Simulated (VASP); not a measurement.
# BeCd3O4 (P-43m) in VASP: a series of runs, part 3 of 3

VASP 6.6.1.

## (4) Single point, PBE

File INCAR:

```
PREC     = Accurate       # precision mode
ENCUT    = 520            # plane-wave cutoff, eV
EDIFF    = 1E-6           # SCF threshold, eV
ISMEAR   = -1             # smearing method
SIGMA    = 0.15           # smearing width, eV
LREAL    = False          # projectors in reciprocal space
LASPH    = True           # aspherical terms in the spheres
NELM     = 100            # most SCF steps
ALGO     = Normal         # electronic algorithm
ISIF     = 2              # what is computed and relaxed
LWAVE    = False          # write WAVECAR
LCHARG   = False          # write CHGCAR
GGA      = PE             # functional
NBANDS   = 41             # bands
```

File KPOINTS:

```
Automatic mesh
0
Gamma
  8 8 8
```

File POSCAR:

```
BeCd3O4
1.0
    4.7772142036      0.0000000000      0.0000000000
    0.0000000000      4.7772142036      0.0000000000
    0.0000000000      0.0000000000      4.7772142036
Be Cd O
1 3 4
Direct
    0.0000000000      0.0000000000      0.0000000000
    0.0000000000      0.5000000000      0.5000000000
    0.5000000000      0.5000000000      0.0000000000
    0.5000000000      0.0000000000      0.5000000000
    0.7949614050      0.7949614050      0.2050385950
    0.7949614050      0.2050385950      0.7949614050
    0.2050385950      0.7949614050      0.7949614050
    0.2050385950      0.2050385950      0.2050385950
```

Potentials or basis: VASP PAW PBE potentials, release 64 (Be, Cd, O).

Launch:

```console
> cat potpaw_PBE.64/Be/POTCAR potpaw_PBE.64/Cd/POTCAR potpaw_PBE.64/O/POTCAR > POTCAR
> mpirun -np 1 vasp_std > vasp.out
```

OUTCAR:

```text
PREC = Accurate
   ENCUT = 520
   EDIFF = 1E-6
   ISMEAR = -1
   LREAL = False
   LASPH = True
   NELM = 100
   ISIF = 2
   GGA = PE

 ion  position               nearest neighbor table
   1  0.000  0.000  0.000-   5 1.70   6 1.70   7 1.70   8 1.70
   2  0.000  0.500  0.500-   5 2.22   6 2.22   7 2.22   8 2.22   3 3.38   4 3.38   3 3.38   4 3.38
                             3 3.38   4 3.38   3 3.38   4 3.38
   3  0.500  0.500  0.000-   5 2.22   6 2.22   7 2.22   8 2.22   2 3.38   4 3.38   2 3.38   4 3.38
                             4 3.38   4 3.38   2 3.38   2 3.38
   4  0.500  0.000  0.500-   5 2.22   6 2.22   7 2.22   8 2.22   2 3.38   3 3.38   3 3.38   2 3.38
                             3 3.38   3 3.38   2 3.38   2 3.38
   5  0.795  0.795  0.205-   1 1.70   2 2.22   3 2.22   4 2.22
   6  0.795  0.205  0.795-   1 1.70   2 2.22   3 2.22   4 2.22
   7  0.205  0.795  0.795-   1 1.70   2 2.22   3 2.22   4 2.22
   8  0.205  0.205  0.205-   1 1.70   2 2.22   3 2.22   4 2.22

  LATTYP: Found a simple cubic cell.
 ALAT       =     4.7772142036

  Lattice vectors:

 A1 = (   4.7772142036,   0.0000000000,   0.0000000000)
 A2 = (   0.0000000000,   4.7772142036,   0.0000000000)
 A3 = (   0.0000000000,   0.0000000000,   4.7772142036)

Analysis of symmetry for initial positions (statically):
=====================================================================
 Subroutine PRICEL returns:
 Original cell was already a primitive cell.

 Routine SETGRP: Setting up the symmetry group for a
 simple cubic supercell.

 Subroutine GETGRP returns: Found 24 space group operations
 (whereof 24 operations were pure point group operations)
 out of a pool of 48 trial point group operations.

The static configuration has the point symmetry T_d .

Analysis of symmetry for dynamics (positions and initial velocities):
=====================================================================
 Subroutine PRICEL returns:
 Original cell was already a primitive cell.

 Routine SETGRP: Setting up the symmetry group for a
 simple cubic supercell.

 Subroutine GETGRP returns: Found 24 space group operations
 (whereof 24 operations were pure point group operations)
 out of a pool of 48 trial point group operations.

The dynamic configuration has the point symmetry T_d .

 Subroutine INISYM returns: Found 24 space group operations
 (whereof 24 operations are pure point group operations),
 and found     1 'primitive' translations

----------------------------------------------------------------------------------------

                                     Primitive cell

  volume of cell :     109.0245

  direct lattice vectors                    reciprocal lattice vectors
     4.777214204  0.000000000  0.000000000     0.209327017  0.000000000  0.000000000
     0.000000000  4.777214204  0.000000000     0.000000000  0.209327017  0.000000000
     0.000000000  0.000000000  4.777214204     0.000000000  0.000000000  0.209327017

  length of vectors
     4.777214204  4.777214204  4.777214204     0.209327017  0.209327017  0.209327017

  position of ions in fractional coordinates (direct lattice)
     0.000000000  0.000000000  0.000000000
     0.000000000  0.500000000  0.500000000
[... 38 lines left out ...]

 Subroutine IBZKPT returns following result:
 ===========================================

 Found     35 irreducible k-points:

 Following reciprocal coordinates:
            Coordinates               Weight
  0.000000  0.000000  0.000000      1.000000
  0.125000  0.000000  0.000000      6.000000
  0.250000  0.000000  0.000000      6.000000
  0.375000  0.000000  0.000000      6.000000
  0.500000  0.000000  0.000000      3.000000
  0.125000  0.125000  0.000000     12.000000
[... 16 lines left out ...]
  0.375000  0.375000  0.125000     24.000000
  0.500000  0.375000  0.125000     24.000000
 [... further k-points ...]
   k-points           NKPTS =     35   k-points in BZ     NKDIM =     35   number of bands    NBANDS=     41
   number of dos      NEDOS =    301   number of ions     NIONS =      8
   total plane-waves  NPLWV =  46656
   dimension x,y,z NGX =    36 NGY =   36 NGZ =   36
   dimension x,y,z NGXF=    72 NGYF=   72 NGZF=   72
   ions per type =               1   3   4
   NGX,Y,Z   is equivalent  to a cutoff of  12.53, 12.53, 12.53 a.u.
   NGXF,Y,Z  is equivalent  to a cutoff of  25.06, 25.06, 25.06 a.u.
 SYSTEM =  unknown system
   PREC   = accura    normal or accurate (medium, high low for compatibility)
   ISTART =      0    job   : 0-new  1-cont  2-samecut
   ICHARG =      2    charge: 1-file 2-atom 10-const
   ISPIN  =      1    spin polarized calculation?
   LNONCOLLINEAR =      F non collinear calculations
   LSORBIT =      F    spin-orbit coupling
   LASPH  =      T    aspherical Exc in radial PAW
   ENCUT  =  520.0 eV  38.22 Ry    6.18 a.u.   8.88  8.88  8.88*2*pi/ulx,y,z
   NELM   =    100;   NELMIN=  2; NELMDL= -5     # of ELM steps
   EDIFF  = 0.1E-05   stopping-criterion for ELM
   LREAL  =      F    real-space projection
[... 7 lines left out ...]
   TEBEG  =    0.0;   TEEND  =   0.0 temperature during run
   PSTRESS=    0.0 pullay stress
   NELECT =      62.0000    total number of electrons
   NUPDOWN=      -1.0000    fix difference up-down
   EMIN   =  10.00;   EMAX   =-10.00  energy-range for DOS
   EFERMI =   0.00;   METHOD = LEGACY
   ISMEAR =    -1;   SIGMA  =   0.15  broadening in eV -4-tet -1-fermi 0-gaus
   EFERMI_NEDOS =   21; number of points for ismear=-14 and -15
   IALGO  =     38    algorithm
   IMIX   =      4    mixing-type and parameters
     AMIX     =   0.40;   BMIX     =  1.00
     AMIX_MAG =   1.60;   BMIX_MAG =  1.00
  volume/ion in A,a.u.               =      13.63        91.97
  Fermi-wavevector in a.u.,A,eV,Ry     =   1.356326  2.563084 25.029544  1.839620
  Thomas-Fermi vector in A             =   2.483338
   LORBIT       =      0    0 simple, 1 ext, 2 COOP (PROOUT), +10 PAW based schemes
   GGA     = PE    functional components
   LHFCALC =     F    Hartree Fock is set to
   AEXX    =    0.0000 exact exchange contribution
   IVDW    =     0    specifies the selected vdW correction
   LEPSILON=     F    determine dielectric tensor
   LRPA    =     F    only Hartree local field effects (RPA)
 non-spin polarized calculation
  energy-cutoff  :      520.00
  volume of cell :      109.02
 maximum number of plane-waves:      3016
 NGX is ok and might be reduce to    36
   NGX = 17   NGY = 17   NGZ = 17

 number of electron      62.0000016 magnetization

 Free energy of the ion-electron system (eV)
  ---------------------------------------------------
  ext. energy  EPLUGINS =         0.00000000
  ---------------------------------------------------
  free energy    TOTEN  =       -36.51561454 eV

  energy without entropy =      -36.49593973  energy(sigma->0) =      -36.50577714

 E-fermi :   1.6438     XC(G=0): -10.5309

 val. band max:        1.2378315591   @ k =   0.0000   0.0000   0.0000
 cond. band min:       1.7198961347   @ k =   0.1250   0.0000   0.0000
 fundamental gap:      0.4820645757
 Fermi energy:         1.6438462442

 k-point     1 :       0.0000    0.0000    0.0000
  band No.  band energies     occupation
      1     -16.1951      2.00000
      2     -15.3805      2.00000
      3     -15.3805      2.00000
      4     -15.3805      2.00000
      5      -6.2560      2.00000
      6      -5.9910      2.00000
[... 1045 lines left out ...]
     40      11.8913      0.00000
     41      12.2400      0.00000

 [... further k-points ...]

------------------------ aborting loop because EDIFF is reached ----------------------------------------

  FORCE on cell =-STRESS in cart. coord.  units (eV):
  Direction    XX          YY          ZZ          XY          YZ          ZX
  --------------------------------------------------------------------------------------
  -------------------------------------------------------------------------------------
  Total        0.7608319      0.7608319      0.7608319     -0.0000000     -0.0000000     -0.0000000
  in kB       11.1808588     11.1808588     11.1808588     -0.0000000     -0.0000000     -0.0000000
  external PRESSURE =      11.1808588 kB  Pullay stress =       0.0000000 kB

 VOLUME and BASIS-vectors are now :
 -----------------------------------------------------------------------------
  energy-cutoff  :      520.00
  volume of cell :      109.02
      direct lattice vectors                 reciprocal lattice vectors
     4.777214204  0.000000000  0.000000000     0.209327017  0.000000000  0.000000000
     0.000000000  4.777214204  0.000000000     0.000000000  0.209327017  0.000000000
     0.000000000  0.000000000  4.777214204     0.000000000  0.000000000  0.209327017

 POSITION                                       TOTAL-FORCE (eV/Angst)
 -----------------------------------------------------------------------------------
      0.00000      0.00000      0.00000        -0.000000      0.000000     -0.000000
      0.00000      2.38861      2.38861        -0.000000      0.000000     -0.000000
      2.38861      2.38861      0.00000        -0.000000      0.000000     -0.000000
      2.38861      0.00000      2.38861        -0.000000      0.000000     -0.000000
      3.79770      3.79770      0.97951         0.052794      0.052794     -0.052794
      3.79770      0.97951      3.79770         0.052794     -0.052794      0.052794
      0.97951      3.79770      3.79770        -0.052794      0.052794      0.052794
      0.97951      0.97951      0.97951        -0.052794     -0.052794     -0.052794
 -----------------------------------------------------------------------------------
    total drift:                                0.000000      0.000000      0.000000

  FREE ENERGIE OF THE ION-ELECTRON SYSTEM (eV)
  ---------------------------------------------------
  free  energy   TOTEN  =       -36.5156145433 eV

  energy  without entropy=      -36.4959397305  energy(sigma->0) =      -36.50577714
```

Wall time 1.8 min (1 thread of Intel Xeon 6975P-C (Granite Rapids), shared host); peak memory 0.27 GiB.

Results:

| Property | Result |
| --- | --- |
| Free energy | -36.5156 eV |
| Pressure | 1.1 GPa |
| Largest force | 0.091 eV/Å |

Forces in eV/Å, atoms in the order of the input:
```
Be   0.000  0.000  0.000
Cd   0.000  0.000  0.000
Cd   0.000  0.000  0.000
Cd   0.000  0.000  0.000
O    0.053  0.053 -0.053
O    0.053 -0.053  0.053
O   -0.053  0.053  0.053
O   -0.053 -0.053 -0.053
```

## (5) The runs side by side

```tsv
potentials or basis	k mesh	cutoff (eV)	smearing	pressure (GPa)	largest force (eV/Å)
VASP PAW PBE potentials, release 64 (Be, Cd_sv_GW, O)	8 × 8 × 8	600	gaussian 0.1 eV	-0.5	0.01
VASP PAW PBE potentials, release 64 (Be, Cd, O)	4 × 4 × 4	520	gaussian 0.2 eV	1.1	0.09
VASP PAW PBE potentials, release 64 (Be, Cd, O)	8 × 8 × 8	520	fermi-dirac 0.15 eV	1.1	0.09
```

Alike in all rows: task single point; level PBE; no spin polarisation; cell a = 4.777 Å, 8 atoms.

Absolute energies hang on the potentials; compare differences alone.
